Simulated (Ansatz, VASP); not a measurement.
# Ta4N3 in VASP and in Ansatz

The input INCAR:

```
PREC = Accurate
ENCUT = 520
EDIFF = 1E-6
ISMEAR = 0
SIGMA = 0.15
LREAL = False
LASPH = True
NELM = 80
ALGO = Normal
ISIF = 2
LWAVE = False
LCHARG = False
GGA = PS
NBANDS = 72
```

Contents of KPOINTS:

```
regular mesh
0
Gamma
  9 9 5
```

The input POSCAR:

```
Ta4N3
1.0
   -4.3571443853      0.0000000000      0.0000000000
    0.0000000000     -4.3571443853      0.0000000000
    0.0000000000      0.0000000000     10.5453519637
Ta N
8 6
Direct
    0.5000000000      0.0000000000      0.5020885121
    0.0000000000      0.5000000000      0.0969170207
    0.0000000000      0.0000000000      0.7133884791
    0.5000000000      0.5000000000      0.3082169877
    0.5000000000      0.0000000000      0.0969170207
    0.0000000000      0.5000000000      0.5020885121
    0.5000000000      0.5000000000      0.6959600364
    1.0000000000      1.0000000000      0.2907885451
    0.5000000000      1.0000000000      0.2995027664
    0.0000000000      0.5000000000      0.7046742577
    0.0000000000      0.0000000000      0.5020885121
    0.5000000000      0.5000000000      0.0969170207
    1.0000000000      0.5000000000      0.2995027664
    0.5000000000      0.0000000000      0.7046742577
```

Input for Ansatz:

```yaml
crystal:
  lattice:
    - [-4.3571443853, 0.0, 0.0]
    - [0.0, -4.3571443853, 0.0]
    - [0.0, 0.0, 10.5453519637]
  atoms:
    - { symbol: Ta, position: [0.5, 0.0, 0.5020885121] }
    - { symbol: Ta, position: [0.0, 0.5, 0.0969170207] }
    - { symbol: Ta, position: [0.0, 0.0, 0.7133884791] }
    - { symbol: Ta, position: [0.5, 0.5, 0.3082169877] }
    - { symbol: Ta, position: [0.5, 0.0, 0.0969170207] }
    - { symbol: Ta, position: [0.0, 0.5, 0.5020885121] }
    - { symbol: Ta, position: [0.5, 0.5, 0.6959600364] }
    - { symbol: Ta, position: [1.0, 1.0, 0.2907885451] }
    - { symbol: "N", position: [0.5, 1.0, 0.2995027664] }
    - { symbol: "N", position: [0.0, 0.5, 0.7046742577] }
    - { symbol: "N", position: [0.0, 0.0, 0.5020885121] }
    - { symbol: "N", position: [0.5, 0.5, 0.0969170207] }
    - { symbol: "N", position: [1.0, 0.5, 0.2995027664] }
    - { symbol: "N", position: [0.5, 0.0, 0.7046742577] }
basis:
  ecutwfc: 420
kpoints:
  mp_grid: { grid: [9, 9, 5] }
hamiltonian:
  xc: pbesol
scf:
  occupations: { method: gaussian, width: 0.15 }
output:
  forces: true
  stress: true
  eigenvalues: true
```

Alike in both runs: task single point; functional PBEsol; k mesh 9 × 9 × 5; occupations gaussian, width 0.15 eV; no spin polarisation.

|  | VASP | Ansatz |
| --- | --- | --- |
| version | VASP 6.6.1 | Ansatz 0.2.0 |
| potentials or method | VASP PAW PBE potentials, release 64 (Ta_pv, N), cutoff 520 eV | scalar-relativistic, plane waves, PAW |
| valence electrons in the cell | 118 | 134 |

```csv
,VASP,Ansatz,Ansatz less VASP
gap on the k mesh at the Fermi level (eV),none,none,-
pressure (GPa),-10.0,-10.5,-0.50
"traceless stress, the component that is largest in VASP (GPa)",2.69,2.79,+0.093
rms of the force components (eV/Å),0.655,0.655,-0.0003
```

VASP's potentials were made for PBE, not for PBEsol. Atom by atom the forces differ by 0.013 eV/Å (rms over components). A gap of «none» marks a metal or a gap that the smearing closes. VASP's potentials hold 118 valence electrons a cell and Ansatz's 134, so a difference there can come from the potentials and not from the codes.

Spin-orbit coupling is off throughout.
